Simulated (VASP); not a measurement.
# Ca (Im-3m) in VASP: a series of runs, part 2 of 3

VASP 6.6.1. The steps go on from the part before.

### 4 Single point, LDA (37.81 Å³/atom)

This run uses another cell than the first one, of 37.81 Å³/atom.

The input, INCAR:

```
ALGO = Normal
EDIFF = 1E-6
ENCUT = 520
GGA = CA
ISIF = 2
ISMEAR = -1
LASPH = True
LCHARG = True
LELF = True
LREAL = False
LVHAR = True
LWAVE = False
NBANDS = 11
NELM = 80
PREC = Accurate
SIGMA = 0.1
```

The input, KPOINTS:

```
k-points
0
Gamma
  12 12 12
```

The input, POSCAR:

```
Ca
1.0
   -2.1142990500      2.1142990500      2.1142990500
    2.1142990500     -2.1142990500      2.1142990500
    2.1142990500      2.1142990500     -2.1142990500
Ca
1
Direct
    0.0000000000      0.0000000000      0.0000000000
```

Potentials or basis: VASP PAW LDA potentials, release 64 (Ca_sv).

On the command line:

```
cat potpaw_LDA.64/Ca_sv/POTCAR > POTCAR
mpirun -np 1 vasp_std > vasp.out
```

OUTCAR:

```text
EDIFF = 1E-6
   ENCUT = 520
   GGA = CA
   ISIF = 2
   ISMEAR = -1
   LASPH = True
   LREAL = False
   NELM = 80
   PREC = Accurate

 ion  position               nearest neighbor table
   1  0.000  0.000  0.000-

  LATTYP: Found a body centered cubic cell.
 ALAT       =     4.2285981000

  Lattice vectors:

 A1 = (  -2.1142990500,   2.1142990500,   2.1142990500)
 A2 = (   2.1142990500,  -2.1142990500,   2.1142990500)
 A3 = (   2.1142990500,   2.1142990500,  -2.1142990500)

Analysis of symmetry for initial positions (statically):
=====================================================================
 Subroutine PRICEL returns:
 Original cell was already a primitive cell.

 Routine SETGRP: Setting up the symmetry group for a
 body centered cubic supercell.

 Subroutine GETGRP returns: Found 48 space group operations
 (whereof 48 operations were pure point group operations)
 out of a pool of 48 trial point group operations.

The static configuration has the point symmetry O_h .

Analysis of symmetry for dynamics (positions and initial velocities):
=====================================================================
 Subroutine PRICEL returns:
 Original cell was already a primitive cell.

 Routine SETGRP: Setting up the symmetry group for a
 body centered cubic supercell.

 Subroutine GETGRP returns: Found 48 space group operations
 (whereof 48 operations were pure point group operations)
 out of a pool of 48 trial point group operations.

The dynamic configuration has the point symmetry O_h .

 Subroutine INISYM returns: Found 48 space group operations
 (whereof 48 operations are pure point group operations),
 and found     1 'primitive' translations

----------------------------------------------------------------------------------------

                                     Primitive cell

  volume of cell :      37.8059

  direct lattice vectors                    reciprocal lattice vectors
    -2.114299050  2.114299050  2.114299050     0.000000000  0.236484995  0.236484995
     2.114299050 -2.114299050  2.114299050     0.236484995  0.000000000  0.236484995
     2.114299050  2.114299050 -2.114299050     0.236484995  0.236484995  0.000000000

  length of vectors
     3.662073377  3.662073377  3.662073377     0.334440287  0.334440287  0.334440287

  position of ions in fractional coordinates (direct lattice)
     0.000000000  0.000000000  0.000000000

  ion indices of the primitive-cell ions
   primitive index   ion index
                 1           1

----------------------------------------------------------------------------------------

 KPOINTS: k-points

Automatic generation of k-mesh.
 Grid dimensions read from file:
 generate k-points for:   12   12   12

 Generating k-lattice:

  Cartesian coordinates                     Fractional coordinates (reciprocal lattice)
     0.000000000  0.019707083  0.019707083     0.083333333  0.000000000  0.000000000
     0.019707083  0.000000000  0.019707083     0.000000000  0.083333333  0.000000000
     0.019707083  0.019707083  0.000000000     0.000000000  0.000000000  0.083333333

  Length of vectors
     0.027870024  0.027870024  0.027870024

  Shift w.r.t. Gamma in fractional coordinates (k-lattice)
     0.000000000  0.000000000  0.000000000

 Subroutine IBZKPT returns following result:
 ===========================================

 Found     72 irreducible k-points:

 Following reciprocal coordinates:
            Coordinates               Weight
  0.000000  0.000000  0.000000      1.000000
  0.083333  0.000000  0.000000     12.000000
  0.166667  0.000000  0.000000     12.000000
  0.250000  0.000000  0.000000     12.000000
  0.333333  0.000000  0.000000     12.000000
  0.416667  0.000000  0.000000     12.000000
[... 16 lines left out ...]
  0.333333  0.083333  0.083333     24.000000
  0.416667  0.083333  0.083333     12.000000
 [... further k-points ...]
   k-points           NKPTS =     72   k-points in BZ     NKDIM =     72   number of bands    NBANDS=     11
   number of dos      NEDOS =    301   number of ions     NIONS =      1
   total plane-waves  NPLWV =  21952
   dimension x,y,z NGX =    28 NGY =   28 NGZ =   28
   dimension x,y,z NGXF=    56 NGYF=   56 NGZF=   56
   ions per type =               1
   NGX,Y,Z   is equivalent  to a cutoff of  12.71, 12.71, 12.71 a.u.
   NGXF,Y,Z  is equivalent  to a cutoff of  25.42, 25.42, 25.42 a.u.
 SYSTEM =  unknown system
   PREC   = accura    normal or accurate (medium, high low for compatibility)
   ISTART =      0    job   : 0-new  1-cont  2-samecut
   ICHARG =      2    charge: 1-file 2-atom 10-const
   ISPIN  =      1    spin polarized calculation?
   LNONCOLLINEAR =      F non collinear calculations
   LSORBIT =      F    spin-orbit coupling
   LASPH  =      T    aspherical Exc in radial PAW
   ENCUT  =  520.0 eV  38.22 Ry    6.18 a.u.   6.81  6.81  6.81*2*pi/ulx,y,z
   NELM   =     80;   NELMIN=  2; NELMDL= -5     # of ELM steps
   EDIFF  = 0.1E-05   stopping-criterion for ELM
   LREAL  =      F    real-space projection
   EDIFFG = 0.1E-04   stopping-criterion for IOM
   NSW    =      0    number of steps for IOM
   IBRION =     -1    ionic relax: 0-MD 1-quasi-New 2-CG
   NFREE  =      0    steps in history (QN), initial steepest desc. (CG)
   ISIF   =      2    stress and relaxation
   ISYM   =      2    0-nonsym 1-usesym 2-fastsym
   POTIM  = 0.5000    time-step for ionic-motion
   TEBEG  =    0.0;   TEEND  =   0.0 temperature during run
   PSTRESS=    0.0 pullay stress
   NELECT =      10.0000    total number of electrons
   NUPDOWN=      -1.0000    fix difference up-down
   EMIN   =  10.00;   EMAX   =-10.00  energy-range for DOS
   EFERMI =   0.00;   METHOD = LEGACY
   ISMEAR =    -1;   SIGMA  =   0.10  broadening in eV -4-tet -1-fermi 0-gaus
   EFERMI_NEDOS =   21; number of points for ismear=-14 and -15
   IALGO  =     38    algorithm
   IMIX   =      4    mixing-type and parameters
     AMIX     =   0.40;   BMIX     =  1.00
     AMIX_MAG =   1.60;   BMIX_MAG =  1.00
  volume/ion in A,a.u.               =      37.81       255.13
  Fermi-wavevector in a.u.,A,eV,Ry     =   1.050885  1.985884 15.025713  1.104359
  Thomas-Fermi vector in A             =   2.185906
   LORBIT       =      0    0 simple, 1 ext, 2 COOP (PROOUT), +10 PAW based schemes
   GGA     = CA    functional components
   LHFCALC =     F    Hartree Fock is set to
   AEXX    =    0.0000 exact exchange contribution
   IVDW    =     0    specifies the selected vdW correction
   LEPSILON=     F    determine dielectric tensor
   LRPA    =     F    only Hartree local field effects (RPA)
 non-spin polarized calculation
  energy-cutoff  :      520.00
  volume of cell :       37.81
 maximum number of plane-waves:      1048
   NGX = 13   NGY = 13   NGZ = 13

 number of electron      10.0000000 magnetization

 number of electron       9.9999998 magnetization

 Free energy of the ion-electron system (eV)
  ---------------------------------------------------
  ext. energy  EPLUGINS =         0.00000000
  ---------------------------------------------------
  free energy    TOTEN  =        -2.21656238 eV

  energy without entropy =       -2.17141940  energy(sigma->0) =       -2.19399089

 E-fermi :   2.2628     XC(G=0):  -8.3245

 val. band max:        2.2597388952   @ k =   0.5000   0.5000   0.2500
 cond. band min:       2.2798361440   @ k =   0.3333   0.2500   0.0833
 fundamental gap:      0.0200972488
 Fermi energy:         2.2627896423

 k-point     1 :       0.0000    0.0000    0.0000
  band No.  band energies     occupation
      1     -39.0571      2.00000
      2     -20.2448      2.00000
      3     -20.2448      2.00000
      4     -20.2448      2.00000
      5      -1.9730      2.00000
      6       4.6043      0.00000
      7       4.6043      0.00000
      8       4.6043      0.00000
      9       5.8051      0.00000
     10       5.8051      0.00000
     11      13.1312      0.00000
[... 309 lines left out ...]
 k-point    24 :       0.4167    0.0833    0.0833
  band No.  band energies     occupation
      1     -39.0302      2.00000
      2     -20.4474      2.00000
      3     -20.3252      2.00000
      4     -20.2592      2.00000
      5       1.5313      1.99867
      6       2.4253      0.32903
      7       3.3536      0.00004
      8       5.8114      0.00000
      9       6.1316      0.00000
     10       7.2318      0.00000
     11       7.9269      0.00000

 [... further k-points ...]

------------------------ aborting loop because EDIFF is reached ----------------------------------------

  FORCE on cell =-STRESS in cart. coord.  units (eV):
  Direction    XX          YY          ZZ          XY          YZ          ZX
  --------------------------------------------------------------------------------------
  -------------------------------------------------------------------------------------
  Total       -0.0031711     -0.0031711     -0.0031711     -0.0000000     -0.0000000      0.0000000
  in kB       -0.1343902     -0.1343902     -0.1343902     -0.0000000     -0.0000000      0.0000000
  external PRESSURE =      -0.1343902 kB  Pullay stress =       0.0000000 kB

 VOLUME and BASIS-vectors are now :
 -----------------------------------------------------------------------------
  energy-cutoff  :      520.00
  volume of cell :       37.81
      direct lattice vectors                 reciprocal lattice vectors
    -2.114299050  2.114299050  2.114299050     0.000000000  0.236484995  0.236484995
     2.114299050 -2.114299050  2.114299050     0.236484995  0.000000000  0.236484995
     2.114299050  2.114299050 -2.114299050     0.236484995  0.236484995  0.000000000

 POSITION                                       TOTAL-FORCE (eV/Angst)
 -----------------------------------------------------------------------------------
      0.00000      0.00000      0.00000        -0.000000     -0.000000      0.000000
 -----------------------------------------------------------------------------------
    total drift:                               -0.000000     -0.000000     -0.000000

  FREE ENERGIE OF THE ION-ELECTRON SYSTEM (eV)
  ---------------------------------------------------
  free  energy   TOTEN  =        -2.2165623803 eV

  energy  without entropy=       -2.1714194040  energy(sigma->0) =       -2.19399089
```

stdout:

```text
POSCAR found type information on POSCAR Ca
 POSCAR found :  1 types and       1 ions
 scaLAPACK will be used
 LDA part: xc-table for (Slater(with rela. corr.)+CA(PZ))
 , standard interpolation
 POSCAR, INCAR and KPOINTS ok, starting setup
 FFT: planning ... GRIDC
 FFT: planning ... GRID_SOFT
 FFT: planning ... GRID
 WAVECAR not read
 entering main loop
```

Wall time 43 s (1 thread of Intel Xeon 8259CL, shared host); peak memory 0.16 GiB.

What came out:

```yaml
Free_energy: -2.2166 eV
Pressure: 0.0 GPa
Band_gap_on_the_k_mesh: zero (bands 5 and 6 overlap by 0.46 eV)
```

Levels at points of the mesh, in eV from the Fermi level:
```
           k point  band 1  band 2  band 3  band 4  band 5  band 6  band 7  band 8  band 9  band 10
(0.00, 0.00, 0.00)  -41.32  -22.51  -22.51  -22.51   -4.24    2.34    2.34    2.34    3.54     3.54
(0.50, 0.00, 0.00)  -41.29  -22.73  -22.58  -22.51   -0.99    0.17    1.28    3.45    3.86     4.73
(0.50, 0.50, 0.50)  -41.27  -22.66  -22.66  -22.66   -0.10   -0.10    4.41    4.41    4.41     4.47
```

### 5 Single point, LDA (39.32 Å³/atom)

This run uses another cell than the first one, of 39.32 Å³/atom.

The input, INCAR:

```
PREC = Accurate
ENCUT = 520
EDIFF = 1E-7
ISMEAR = -1
SIGMA = 0.1
LREAL = F
LASPH = T
NELM = 60
ALGO = Normal
ISIF = 2
LWAVE = F
LCHARG = F
GGA = CA
NBANDS = 11
```

The input, KPOINTS:

```
regular mesh
0
Gamma
  12 12 12
```

The input, POSCAR:

```
Ca
1.0
   -2.1421219650      2.1421219650      2.1421219650
    2.1421219650     -2.1421219650      2.1421219650
    2.1421219650      2.1421219650     -2.1421219650
Ca
1
Direct
    0.0000000000      0.0000000000      0.0000000000
```

Potentials or basis: VASP PAW LDA potentials, release 64 (Ca_sv).

On the command line:

```
cat potpaw_LDA.64/Ca_sv/POTCAR > POTCAR
mpirun -np 1 vasp_std > vasp.out
```

OUTCAR:

```text
PREC = Accurate
   ENCUT = 520
   EDIFF = 1E-7
   ISMEAR = -1
   LREAL = F
   LASPH = T
   NELM = 60
   ISIF = 2
   GGA = CA

 ion  position               nearest neighbor table
   1  0.000  0.000  0.000-

  LATTYP: Found a body centered cubic cell.
 ALAT       =     4.2842439300

  Lattice vectors:

 A1 = (  -2.1421219650,   2.1421219650,   2.1421219650)
 A2 = (   2.1421219650,  -2.1421219650,   2.1421219650)
 A3 = (   2.1421219650,   2.1421219650,  -2.1421219650)

[... 514 lines left out ...]
     11       7.5050      0.00000

 [... further k-points ...]

------------------------ aborting loop because EDIFF is reached ----------------------------------------

  FORCE on cell =-STRESS in cart. coord.  units (eV):
  Direction    XX          YY          ZZ          XY          YZ          ZX
  --------------------------------------------------------------------------------------
  -------------------------------------------------------------------------------------
  Total       -0.1720673     -0.1720673     -0.1720673      0.0000000      0.0000000     -0.0000000
  in kB       -7.0115884     -7.0115884     -7.0115884      0.0000000      0.0000000     -0.0000000
  external PRESSURE =      -7.0115884 kB  Pullay stress =       0.0000000 kB

 VOLUME and BASIS-vectors are now :
 -----------------------------------------------------------------------------
  energy-cutoff  :      520.00
  volume of cell :       39.32
      direct lattice vectors                 reciprocal lattice vectors
    -2.142121965  2.142121965  2.142121965     0.000000000  0.233413414  0.233413414
     2.142121965 -2.142121965  2.142121965     0.233413414  0.000000000  0.233413414
     2.142121965  2.142121965 -2.142121965     0.233413414  0.233413414  0.000000000

 POSITION                                       TOTAL-FORCE (eV/Angst)
 -----------------------------------------------------------------------------------
      0.00000      0.00000      0.00000         0.000000      0.000000      0.000000
 -----------------------------------------------------------------------------------
    total drift:                               -0.000000     -0.000000     -0.000000

  FREE ENERGIE OF THE ION-ELECTRON SYSTEM (eV)
  ---------------------------------------------------
  free  energy   TOTEN  =        -2.2133882234 eV

  energy  without entropy=       -2.1664278426  energy(sigma->0) =       -2.18990803
```

stdout:

```text
POSCAR found type information on POSCAR Ca
 POSCAR found :  1 types and       1 ions
 scaLAPACK will be used
 LDA part: xc-table for (Slater(with rela. corr.)+CA(PZ))
 , standard interpolation
 POSCAR, INCAR and KPOINTS ok, starting setup
 FFT: planning ... GRIDC
 FFT: planning ... GRID_SOFT
 FFT: planning ... GRID
 WAVECAR not read
 entering main loop
```

Wall time 41 s (1 thread of Intel Xeon 8259CL, shared host); peak memory 0.16 GiB.

Results:

- Free energy: -2.2134 eV
- Pressure: -0.7 GPa
- Band gap on the k mesh: zero (bands 5 and 6 overlap by 0.41 eV)

[end of part 2 of 3]
